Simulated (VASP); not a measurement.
# Zr (Immm) in VASP: notebook, part 2 of 2

VASP 6.6.1.

### 3 Single point, PBEsol (strain -0.0500 x Voigt [0, 0, 0, 0, 0, 1])

INCAR

```
PREC = Accurate
ENCUT = 520
EDIFF = 1E-6
ISMEAR = 0
SIGMA = 0.15
LREAL = False
LASPH = True
NELM = 60
ALGO = Fast
ISIF = 2
LWAVE = False
LCHARG = False
GGA = PS
NBANDS = 12
```

KPOINTS

```
regular mesh
0
Gamma
  18 18 18
```

POSCAR

```
Zr
1.0
   -0.0563750000      2.2550000000      2.2550000000
    2.2550000000     -0.0563750000      2.2550000000
    2.1986250000      2.1986250000      0.0000000000
Zr
1
Direct
    0.0000000000      0.0000000000      0.0000000000
```

Potentials or basis: VASP PAW PBE potentials, release 64 (Zr_sv).

The run is started by

```console
cat potpaw_PBE.64/Zr_sv/POTCAR > POTCAR
mpirun -np 1 vasp_std > vasp.out
```

OUTCAR:

```text
PREC = Accurate
   ENCUT = 520
   EDIFF = 1E-6
   ISMEAR = 0
   LREAL = False
   LASPH = True
   NELM = 60
   ISIF = 2
   GGA = PS

 ion  position               nearest neighbor table
   1  0.000  0.000  0.000-

  LATTYP: Found a body centered orthorhombic cell.
 ALAT       =     3.1093252936
 B/A-ratio  =     1.0512820513
 C/A-ratio  =     1.4504754486

  Lattice vectors:

 A1 = (   0.0563750000,  -2.2550000000,  -2.2550000000)
 A2 = (  -0.0563750000,   2.2550000000,  -2.2550000000)
 A3 = (   2.2550000000,  -0.0563750000,   2.2550000000)

Analysis of symmetry for initial positions (statically):
=====================================================================
 Subroutine PRICEL returns:
 Original cell was already a primitive cell.

 Routine SETGRP: Setting up the symmetry group for a
 body centered orthorhombic supercell.

 Subroutine GETGRP returns: Found  8 space group operations
 (whereof  8 operations were pure point group operations)
 out of a pool of  8 trial point group operations.

The static configuration has the point symmetry D_2h.

Analysis of symmetry for dynamics (positions and initial velocities):
=====================================================================
 Subroutine PRICEL returns:
 Original cell was already a primitive cell.

 Routine SETGRP: Setting up the symmetry group for a
 body centered orthorhombic supercell.

 Subroutine GETGRP returns: Found  8 space group operations
 (whereof  8 operations were pure point group operations)
 out of a pool of  8 trial point group operations.

The dynamic configuration has the point symmetry D_2h.

 Subroutine INISYM returns: Found  8 space group operations
 (whereof  8 operations are pure point group operations),
 and found     1 'primitive' translations

----------------------------------------------------------------------------------------

                                     Primitive cell

  volume of cell :      22.9191

  direct lattice vectors                    reciprocal lattice vectors
[... 115 lines left out ...]
   LRPA    =     F    only Hartree local field effects (RPA)
 non-spin polarized calculation
 RMM-DIIS sequential band-by-band and
 Gauss-broadening in eV      SIGMA  =   0.15
  energy-cutoff  :      520.00
  volume of cell :       22.92
 maximum number of plane-waves:       632
   NGX = 11   NGY = 11   NGZ = 11

 number of electron      12.0000000 magnetization

 Free energy of the ion-electron system (eV)
  ---------------------------------------------------
  ext. energy  EPLUGINS =         0.00000000
  ---------------------------------------------------
  free energy    TOTEN  =        -9.04355335 eV

  energy without entropy =       -9.02716463  energy(sigma->0) =       -9.03535899

 E-fermi :   8.9285     XC(G=0): -11.2729

 val. band max:        8.9284200417   @ k =  -0.2778   0.1111   0.3889
 cond. band min:       8.9302099296   @ k =   0.4444   0.0000   0.1111
 fundamental gap:      0.0017898879
 Fermi energy:         8.9285412120

 k-point     1 :       0.0000    0.0000    0.0000
  band No.  band energies     occupation
      1     -39.6455      2.00000
      2     -17.1965      2.00000
      3     -17.1602      2.00000
      4     -17.1113      2.00000
      5       3.3415      2.00000
      6       9.5715      0.00000
      7       9.8575      0.00000
      8      10.2750      0.00000
      9      12.3998      0.00000
     10      12.4060      0.00000
     11      19.4748      0.00000
     12      23.1771      0.00000
[... 331 lines left out ...]
 k-point    24 :      -0.2222    0.0556    0.0000
  band No.  band energies     occupation
      1     -39.5795      2.00000
      2     -17.6487      2.00000
      3     -17.2548      2.00000
      4     -17.1640      2.00000
      5       4.9382      2.00000
      6       8.7939      1.79558
      7       9.9117      0.00000
      8      10.6470      0.00000
      9      12.1783      0.00000
     10      12.7912      0.00000
     11      20.2019      0.00000
     12      22.2954      0.00000

 [... further k-points ...]

------------------------ aborting loop because EDIFF is reached ----------------------------------------

  FORCE on cell =-STRESS in cart. coord.  units (eV):
  Direction    XX          YY          ZZ          XY          YZ          ZX
  --------------------------------------------------------------------------------------
  -------------------------------------------------------------------------------------
  Total       -0.3583877     -0.3583877     -0.4006420      0.3422390      0.0000000      0.0000000
  in kB      -25.0533326    -25.0533326    -28.0071500     23.9244476      0.0000000      0.0000000
  external PRESSURE =     -26.0379384 kB  Pullay stress =       0.0000000 kB

 VOLUME and BASIS-vectors are now :
 -----------------------------------------------------------------------------
  energy-cutoff  :      520.00
  volume of cell :       22.92
      direct lattice vectors                 reciprocal lattice vectors
    -0.056375000  2.255000000  2.255000000    -0.216321454  0.216321454  0.221729490
     2.255000000 -0.056375000  2.255000000     0.216321454 -0.216321454  0.221729490
     2.198625000  2.198625000  0.000000000     0.227414862  0.227414862 -0.221729490

 POSITION                                       TOTAL-FORCE (eV/Angst)
 -----------------------------------------------------------------------------------
      0.00000      0.00000      0.00000         0.000000      0.000000      0.000000
 -----------------------------------------------------------------------------------
    total drift:                               -0.000000      0.000000      0.000000

  FREE ENERGIE OF THE ION-ELECTRON SYSTEM (eV)
  ---------------------------------------------------
  free  energy   TOTEN  =        -9.0435533469 eV

  energy  without entropy=       -9.0271646319  energy(sigma->0) =       -9.03535899
```

stdout:

```text
POSCAR found type information on POSCAR Zr
 POSCAR found :  1 types and       1 ions
 scaLAPACK will be used
 -----------------------------------------------------------------------------
|                                                                             |
|                                                                             |
|     You enforced a specific xc type in the INCAR file but a different       |
|     I HOPE YOU KNOW WHAT YOU ARE DOING!                                     |
|                                                                             |
 -----------------------------------------------------------------------------

 LDA part: xc-table for (Slater+PW92), standard interpolation
 POSCAR, INCAR and KPOINTS ok, starting setup
 FFT: planning ... GRIDC
 FFT: planning ... GRID_SOFT
 FFT: planning ... GRID
 WAVECAR not read
 entering main loop
WARNING in EDDRMM: call to ZHEGV failed, returncode =   8  4      7
WARNING in EDDRMM: call to ZHEGV failed, returncode =   8  4     12
WARNING in EDDRMM: call to ZHEGV failed, returncode =   8  4      8
WARNING in EDDRMM: call to ZHEGV failed, returncode =   6  3      7
WARNING in EDDRMM: call to ZHEGV failed, returncode =   6  3     11
WARNING in EDDRMM: call to ZHEGV failed, returncode =   6  3     11
WARNING in EDDRMM: call to ZHEGV failed, returncode =   6  3     10
WARNING in EDDRMM: call to ZHEGV failed, returncode =   6  3      5
```

Wall time 2.5 min (1 thread of Intel Xeon 6975P-C, shared host); peak memory 0.33 GiB.

What came out:

| Item | Value |
| --- | --- |
| Free energy | -9.0436 eV |
| Pressure | -2.6 GPa |
| Band gap on the k mesh | zero (band 6 reaches 9.71 eV, above the bottom of band 7 at 8.32 eV) |

Caveat: the cell differs from its parent crystal (strain -0.0500 x Voigt [0, 0, 0, 0, 0, 1]); the PAW data sets were made with another functional, which shifts forces and pressure a little.

### 4 Single point, PBEsol (strain +0.0250 x Voigt [0, 0, 0, 0, 0, 1])

INCAR

```
PREC = Accurate
ENCUT = 520
EDIFF = 1E-6
ISMEAR = 0
SIGMA = 0.15
LREAL = F
LASPH = T
NELM = 100
ALGO = Fast
ISIF = 2
LWAVE = F
LCHARG = T
GGA = PS
LELF = T
LVHAR = T
NBANDS = 12
```

KPOINTS is that of step 3.

POSCAR

```
Zr
1.0
    0.0281875000      2.2550000000      2.2550000000
    2.2550000000      0.0281875000      2.2550000000
    2.2831875000      2.2831875000      0.0000000000
Zr
1
Direct
    0.0000000000      0.0000000000      0.0000000000
```

The run is started by

```console
cat potpaw_PBE.64/Zr_sv/POTCAR > POTCAR
mpirun -np 1 vasp_std > vasp.out
```

Wall time 2.7 min (1 thread of Intel Xeon 6975P-C, shared host); peak memory 0.33 GiB.

It converged, with:

- Free energy: -9.0499 eV
- Pressure: -2.7 GPa
- Band gap on the k mesh: zero (band 6 reaches 9.80 eV, above the bottom of band 7 at 8.31 eV)

Stress tensor (GPa, compression positive):
```
-2.70 -1.24  0.00
-1.24 -2.70  0.00
 0.00  0.00 -2.77
```

Levels at points of the mesh, in eV from the Fermi level:
| k point | band 3 | band 4 | band 5 | band 6 | band 7 | band 8 | band 9 | band 10 |
| --- | --- | --- | --- | --- | --- | --- | --- | --- |
| (0.00, 0.00, 0.00) | -26.09 | -26.07 | -5.59 | 0.81 | 0.97 | 1.16 | 3.45 | 3.45 |
| (0.50, 0.00, 0.00) | -26.24 | -26.23 | -2.98 | 0.62 | 0.89 | 1.27 | 5.22 | 5.40 |
| (0.50, 0.50, 0.00) | -26.48 | -26.41 | -3.04 | -2.23 | 3.08 | 5.28 | 5.81 | 5.82 |
| (0.00, 0.00, 0.50) | -26.21 | -26.20 | -3.00 | 0.69 | 0.97 | 1.07 | 5.15 | 5.34 |
| (0.50, 0.00, 0.50) | -26.45 | -26.45 | -3.04 | -2.23 | 3.08 | 5.25 | 5.81 | 5.84 |

Caveat: the cell differs from its parent crystal (strain +0.0250 x Voigt [0, 0, 0, 0, 0, 1]); the PAW data sets were made with another functional, which shifts forces and pressure a little.

### 5 Single point, PBEsol (strain +0.0125 x Voigt [0, 0, 0, 0, 0, 1])

INCAR

```
ALGO = Fast ; EDIFF = 1E-6
ENCUT = 520 ; GGA = PS
ISIF = 2 ; ISMEAR = 0
LASPH = True ; LCHARG = False
LREAL = False ; LWAVE = False
NBANDS = 12 ; NELM = 60
PREC = Accurate ; SIGMA = 0.15
```

KPOINTS

```
k-points
0
Gamma
  18 18 18
```

POSCAR

```
Zr
1.0
    0.0140937500      2.2550000000      2.2550000000
    2.2550000000      0.0140937500      2.2550000000
    2.2690937500      2.2690937500      0.0000000000
Zr
1
Direct
    0.0000000000      0.0000000000      0.0000000000
```

The run is started by

```console
cat potpaw_PBE.64/Zr_sv/POTCAR > POTCAR
mpirun -np 1 vasp_std > vasp.out
```

It took 2.6 min on 1 thread of Intel Xeon 6975P-C, shared host; peak memory 0.33 GiB.

Results (log left out):

```
Free energy            : -9.0515 eV
Pressure               : -2.7 GPa
Band gap on the k mesh : zero (band 6 reaches 9.85 eV, above the bottom of band 7 at 8.33 eV)
```

Stress tensor (GPa, compression positive):
```
-2.72 -0.63  0.00
-0.63 -2.72  0.00
 0.00  0.00 -2.74
```

Levels at points of the mesh, in eV from the Fermi level:
| k point | band 2 | band 3 | band 4 | band 5 | band 6 | band 7 | band 8 | band 9 | band 10 | band 11 |
| --- | --- | --- | --- | --- | --- | --- | --- | --- | --- | --- |
| (0.00, 0.00, 0.00) | -26.10 | -26.09 | -26.08 | -5.59 | 0.90 | 0.98 | 1.07 | 3.44 | 3.44 | 10.55 |
| (0.50, 0.00, 0.00) | -27.11 | -26.23 | -26.23 | -2.98 | 0.71 | 0.84 | 1.22 | 5.25 | 5.34 | 9.78 |
| (0.50, 0.50, 0.00) | -27.04 | -26.47 | -26.43 | -3.04 | -2.23 | 3.08 | 5.28 | 5.81 | 5.81 | 9.72 |
| (0.00, 0.00, 0.50) | -27.10 | -26.21 | -26.21 | -2.99 | 0.74 | 0.88 | 1.12 | 5.22 | 5.31 | 9.66 |
| (0.50, 0.00, 0.50) | -27.04 | -26.45 | -26.45 | -3.04 | -2.23 | 3.08 | 5.27 | 5.81 | 5.82 | 9.88 |

Caveat: the cell differs from its parent crystal (strain +0.0125 x Voigt [0, 0, 0, 0, 0, 1]); the PAW data sets were made with another functional, which shifts forces and pressure a little.

### 6 Summary

| cell | gap on the mesh (eV) | pressure (GPa) |
| --- | --- | --- |
| a = 3.190, b = 3.190, c = 3.309 Å, angles 58.8, 58.8, 57.5°, 1 atom | none | -2.5 |
| a = 3.190, b = 3.190, c = 3.109 Å, angles 60.8, 60.8, 61.7°, 1 atom | none | -2.6 |
| a = 3.189, b = 3.189, c = 3.229 Å, angles 59.6, 59.6, 59.2°, 1 atom | none | -2.7 |
| a = 3.189, b = 3.189, c = 3.209 Å, angles 59.8, 59.8, 59.6°, 1 atom | none | -2.7 |

Alike in all rows: task single point; level PBEsol; potentials or basis VASP PAW PBE potentials, release 64 (Zr_sv); no spin polarisation; k mesh 18 × 18 × 18; cutoff (eV) 520; smearing gaussian 0.15 eV.

Caveats: the PAW data sets were made with another functional, which shifts forces and pressure a little.

Absolute energies hang on the potentials; compare differences alone.
